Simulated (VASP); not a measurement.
# Be27H in VASP: single point with PBE

Aim: the single point of Be27H with PBE.

All numbers are computed with VASP 6.6.1; they aren't measurements. Logs are shortened: lines on timing, memory, paths and dates and some standing lists are left out, and cuts for length are marked.

## Step 1: The cell of the first run

The cell holds a slab with vacuum, 28 atoms: a = 6.870 Å, b = 6.870 Å, c = 14.588 Å, α = 90.00°, β = 90.00°, γ = 60.00°.

## Step 2: Single point, PBE

Contents of INCAR:

```
ALGO     = Normal         # electronic algorithm
EDIFF    = 1E-6           # SCF threshold, eV
ENCUT    = 520            # plane-wave cutoff, eV
GGA      = PE             # functional
ISIF     = 2              # what is computed and relaxed
ISMEAR   = -1             # smearing method
LASPH    = True           # aspherical terms in the spheres
LCHARG   = False          # write CHGCAR
LREAL    = Auto         
LWAVE    = False          # write WAVECAR
NBANDS   = 48             # bands
NELM     = 60             # most SCF steps
PREC     = Accurate       # precision mode
SIGMA    = 0.15           # smearing width, eV
```

Contents of KPOINTS:

```
k-points
0
Gamma
  2 2 1
```

Contents of POSCAR:

```
Be27H
1.0
    6.8700000000      0.0000000000      0.0000000000
    3.4350000000      5.9495950000      0.0000000000
    0.0000000000      0.0000000000     14.5884300000
Be H
27 1
Direct
    0.0000000000      0.0000000000      0.0685475000
    0.3333333000      0.0000000000      0.0685475000
    0.6666667000      0.0000000000      0.0685475000
    0.0000000000      0.3333333000      0.0685475000
    0.3333333000      0.3333333000      0.0685475000
    0.6666667000      0.3333333000      0.0685475000
    0.0000000000      0.6666667000      0.0685475000
    0.3333333000      0.6666667000      0.0685475000
    0.6666667000      0.6666667000      0.0685475000
   -0.1113551640      0.2220628765      0.1895473826
    0.2213504672      0.2210107274      0.1952255734
    0.5578335902      0.2214819768      0.1952149519
   -0.1122582297      0.5547128385      0.1952080953
    0.2222289099      0.5554433213      0.1956459270
    0.5581556398      0.5542845394      0.1952296918
   -0.1117981164      0.8910858169      0.1951760051
    0.2209540842      0.8915358558      0.1952258625
    0.5553710936      0.8886181488      0.1934478641
    0.0012031618     -0.0020891741      0.3191942568
    0.3403509277     -0.0034403591      0.3182746594
    0.6632778920     -0.0035678109      0.3180753066
    0.0015499448      0.3348125281      0.3189086328
    0.3320150476      0.3358083348      0.3195419162
    0.6643435708      0.3345696228      0.3192666241
    0.0025380371      0.6652914804      0.3195306502
    0.3323740592      0.6658013048      0.3193562752
    0.6633286283      0.6736504623      0.3182584711
    0.8892043399      0.2227281849      0.3739113578
```

Potentials or basis: VASP PAW PBE potentials, release 64 (Be, H).

Started as:

```bash
$ cat potpaw_PBE.64/Be/POTCAR potpaw_PBE.64/H/POTCAR > POTCAR
$ mpirun -np 1 vasp_std > vasp.out
```

OUTCAR:

```text
EDIFF = 1E-6
   ENCUT = 520
   GGA = PE
   ISIF = 2
   ISMEAR = -1
   LASPH = True
   LREAL = Auto
   NELM = 60
   PREC = Accurate

 ion  position               nearest neighbor table
   1  0.000  0.000  0.069-  10 2.20  16 2.27  17 2.27   3 2.29   2 2.29   8 2.29   4 2.29   6 2.29
                             7 2.29
   2  0.333  0.000  0.069-  18 2.25  17 2.27  11 2.27   1 2.29   4 2.29   5 2.29   8 2.29   9 2.29
                             3 2.29
   3  0.667  0.000  0.069-  18 2.25  16 2.27  12 2.27   1 2.29   6 2.29   7 2.29   9 2.29   5 2.29
                             2 2.29
   4  0.000  0.333  0.069-  10 2.21  13 2.27  11 2.27   6 2.29   5 2.29   2 2.29   1 2.29   9 2.29
                             7 2.29
   5  0.333  0.333  0.069-  14 2.28  11 2.28  12 2.28   4 2.29   2 2.29   3 2.29   7 2.29   6 2.29
                             8 2.29
   6  0.667  0.333  0.069-  10 2.20  12 2.27  15 2.27   4 2.29   1 2.29   3 2.29   5 2.29   9 2.29
                             8 2.29
   7  0.000  0.667  0.069-  14 2.28  13 2.28  16 2.28   9 2.29   8 2.29   3 2.29   1 2.29   5 2.29
                             4 2.29
   8  0.333  0.667  0.069-  14 2.28  15 2.28  17 2.28   7 2.29   1 2.29   2 2.29   9 2.29   6 2.29
                             5 2.29
   9  0.667  0.667  0.069-  18 2.25  15 2.27  13 2.27   7 2.29   3 2.29   2 2.29   4 2.29   8 2.29
[... 22 lines left out ...]
                            22 2.33
  21  0.663  0.996  0.318-  27 2.22  20 2.22  18 2.23  12 2.24  16 2.24  25 2.30  23 2.30  19 2.33
                            24 2.33
  22  0.002  0.335  0.319-  28 1.56  11 2.23  13 2.23  23 2.27  25 2.27  19 2.32  10 2.32  24 2.32
                            20 2.33  27 2.33
  23  0.332  0.336  0.320-  14 2.23  11 2.26  12 2.26  25 2.26  26 2.27  22 2.27  24 2.28  20 2.30
                            21 2.30
  24  0.664  0.335  0.319-  28 1.56  12 2.23  15 2.23  26 2.28  23 2.28  19 2.31  10 2.32  22 2.32
                            27 2.33  21 2.33
  25  0.003  0.665  0.320-  14 2.23  13 2.26  16 2.26  23 2.26  26 2.27  22 2.27  19 2.28  27 2.30
                            21 2.30
  26  0.332  0.666  0.319-  14 2.23  17 2.25  15 2.25  25 2.27  23 2.27  24 2.28  19 2.28  20 2.30
                            27 2.30
  27  0.663  0.674  0.318-  21 2.22  20 2.22  18 2.23  13 2.24  15 2.24  26 2.30  25 2.30  22 2.33
                            24 2.33
  28  0.889  0.223  0.374-  24 1.56  19 1.56  22 1.56

  LATTYP: Found a hexagonal cell.
 ALAT       =     6.8700004122
 C/A-ratio  =     2.1234976892

  Lattice vectors:

 A1 = (  -3.4350000000,  -5.9495950000,   0.0000000000)
 A2 = (   6.8700000000,   0.0000000000,   0.0000000000)
 A3 = (   0.0000000000,   0.0000000000,  14.5884300000)

Analysis of symmetry for initial positions (statically):
=====================================================================
 Subroutine PRICEL returns:
 Original cell was already a primitive cell.

 Routine SETGRP: Setting up the symmetry group for a
 hexagonal supercell.
[... 163 lines left out ...]
   EMIN   =  10.00;   EMAX   =-10.00  energy-range for DOS
   EFERMI =   0.00;   METHOD = LEGACY
   ISMEAR =    -1;   SIGMA  =   0.15  broadening in eV -4-tet -1-fermi 0-gaus
   EFERMI_NEDOS =   21; number of points for ismear=-14 and -15
   IALGO  =     38    algorithm
   IMIX   =      4    mixing-type and parameters
     AMIX     =   0.40;   BMIX     =  1.00
     AMIX_MAG =   1.60;   BMIX_MAG =  1.00
  volume/ion in A,a.u.               =      21.30       143.71
  Fermi-wavevector in a.u.,A,eV,Ry     =   0.739682  1.397796  7.444141  0.547129
  Thomas-Fermi vector in A             =   1.833903
   LORBIT       =      0    0 simple, 1 ext, 2 COOP (PROOUT), +10 PAW based schemes
   GGA     = PE    functional components
   LHFCALC =     F    Hartree Fock is set to
   AEXX    =    0.0000 exact exchange contribution
   IVDW    =     0    specifies the selected vdW correction
   LEPSILON=     F    determine dielectric tensor
   LRPA    =     F    only Hartree local field effects (RPA)
 non-spin polarized calculation
  energy-cutoff  :      520.00
  volume of cell :      596.28
 maximum number of plane-waves:     16058
 NGX is ok and might be reduce to    54
   NGX = 25   NGY = 25   NGZ = 55

 number of electron      55.0000000 magnetization

 Free energy of the ion-electron system (eV)
  ---------------------------------------------------
  ext. energy  EPLUGINS =         0.00000000
  ---------------------------------------------------
  free energy    TOTEN  =       -96.31506041 eV

  energy without entropy =      -95.67680991  energy(sigma->0) =      -95.99593516

 E-fermi :  -0.7812     XC(G=0):  -5.2698

 val. band max:       -0.8688862542   @ k =   0.5000  -0.0000   0.0000
 cond. band min:      -0.7160697659   @ k =   0.0000   0.0000   0.0000
 fundamental gap:      0.1528164882
 Fermi energy:        -0.7812011516

 k-point     1 :       0.0000    0.0000    0.0000
  band No.  band energies     occupation
      1     -10.4785      2.00000
      2      -8.8411      2.00000
      3      -7.8069      2.00000
      4      -7.2457      2.00000
      5      -7.2447      2.00000
      6      -7.2151      2.00000
[... 157 lines left out ...]
     38       3.0712      0.00000
     39       3.1059      0.00000
 [bands above 39 left out]

------------------------ aborting loop because EDIFF is reached ----------------------------------------

  FORCE on cell =-STRESS in cart. coord.  units (eV):
  Direction    XX          YY          ZZ          XY          YZ          ZX
  --------------------------------------------------------------------------------------
  -------------------------------------------------------------------------------------
  Total      -18.8814551    -18.8617366      0.1563504     -0.0176440     -0.0212033     -0.0382439
  in kB      -50.7333273    -50.6803448      0.4201040     -0.0474084     -0.0569721     -0.1027591
  external PRESSURE =     -33.6645227 kB  Pullay stress =       0.0000000 kB

 VOLUME and BASIS-vectors are now :
 -----------------------------------------------------------------------------
  energy-cutoff  :      520.00
  volume of cell :      596.28
      direct lattice vectors                 reciprocal lattice vectors
     6.870000000  0.000000000  0.000000000     0.145560408 -0.084039334  0.000000000
     3.435000000  5.949595000  0.000000000     0.000000000  0.168078668  0.000000000
     0.000000000  0.000000000 14.588430000     0.000000000  0.000000000  0.068547472

 POSITION                                       TOTAL-FORCE (eV/Angst)
 -----------------------------------------------------------------------------------
      0.00000      0.00000      1.00000         0.002450     -0.122251      0.020734
      2.29000      0.00000      1.00000        -0.004169      0.005428      0.057763
      4.58000      0.00000      1.00000         0.004783      0.003433      0.056813
      1.14500      1.98320      1.00000         0.104759      0.060322      0.021719
      3.43500      1.98320      1.00000         0.001479      0.046566     -0.074621
      5.72500      1.98320      1.00000        -0.105161      0.063004      0.021194
[... 20 lines left out ...]
      6.87106      4.00795      4.64289        -0.000193      0.016442     -0.004186
      6.87391      1.32514      5.45478        -0.002873     -0.003912      0.023796
 -----------------------------------------------------------------------------------
    total drift:                               -0.000078     -0.000099      0.002300

  FREE ENERGIE OF THE ION-ELECTRON SYSTEM (eV)
  ---------------------------------------------------
  free  energy   TOTEN  =       -96.3150604054 eV

  energy  without entropy=      -95.6768099061  energy(sigma->0) =      -95.99593516
```

stdout:

```text
POSCAR found type information on POSCAR BeH
 POSCAR found :  2 types and      28 ions
 scaLAPACK will be used
 LDA part: xc-table for (Slater+PW92), standard interpolation
 POSCAR, INCAR and KPOINTS ok, starting setup
 FFT: planning ... GRIDC
 FFT: planning ... GRID_SOFT
 FFT: planning ... GRID
 WAVECAR not read
 entering main loop
```

Run time: 4.3 min. Hardware: 1 thread of Intel Xeon 6975P-C (Granite Rapids), shared host; peak memory 0.62 GiB.

Results:

```
Free energy   : -96.3151 eV
Largest force : 0.124 eV/Å
```

Forces in eV/Å, atoms in the order of the input:
```
Be   0.002 -0.122  0.021
Be  -0.004  0.005  0.058
Be   0.005  0.003  0.057
Be   0.105  0.060  0.022
Be   0.001  0.047 -0.075
Be  -0.105  0.063  0.021
Be   0.043 -0.023 -0.075
Be  -0.040 -0.023 -0.076
Be   0.002 -0.008  0.058
Be   0.009  0.005 -0.011
Be   0.007 -0.016 -0.014
Be  -0.008 -0.009 -0.006
Be  -0.012  0.011 -0.013
Be  -0.005  0.000 -0.035
Be   0.013  0.000 -0.009
Be  -0.010 -0.001 -0.003
Be   0.005  0.008 -0.010
Be   0.004  0.006 -0.004
Be  -0.003  0.026 -0.009
Be   0.018 -0.006 -0.006
Be  -0.010 -0.002  0.007
Be  -0.050 -0.026  0.010
Be   0.016 -0.042  0.025
Be   0.030 -0.015 -0.014
Be  -0.028  0.036  0.025
Be   0.020  0.010  0.037
Be   0.000  0.016 -0.004
H   -0.003 -0.004  0.024
```

Caveat: the k points lie up to 0.53 Å⁻¹ apart.
